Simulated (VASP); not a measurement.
A run of VASP 6.6.1 is set up as follows.

The input INCAR:

```
SYSTEM = Ge
  PREC = Accurate
  ENCUT = 520
  EDIFF = 1E-7
  ISMEAR = -1
  SIGMA = 0.1
  LREAL = .FALSE.
  LASPH = .TRUE.
  NELM = 80
  ALGO = Normal
  ISIF = 2
  LWAVE = .FALSE.
  LCHARG = .TRUE.
  GGA = PS
  LELF = .TRUE.
  LVHAR = .TRUE.
  NBANDS = 21
```

The input KPOINTS:

```
regular mesh
0
G
  11 11 6
  0 0 0
```

File POSCAR:

```
Ge
1.0
    1.5124515768     -2.6372330667      0.0000000000
    1.5124515768      2.6372330667      0.0000000000
    0.0000000000      0.0000000000      4.8051111374
Ge
2
Direct
    0.6665533700      0.3334466300      0.2500000000
    0.3334466300      0.6665533700      0.7500000000
```

Potentials or basis: VASP PAW PBE potentials, release 64 (Ge_d).

Command:

```bash
$ cat potpaw_PBE.64/Ge_d/POTCAR > POTCAR
$ mpirun -np 1 vasp_std > vasp.out
```

(1) What does it give for the band gap on the k mesh?

(2) Estimate the largest force.

(3) What does it give for the pressure?

Results:

(1) zero (bands 14 and 15 overlap by 8.88 eV).

(2) 0.004 eV/Å.

(3) -2.8 GPa.

Caveat: the PAW data sets were made with another functional, which shifts forces and pressure a little.
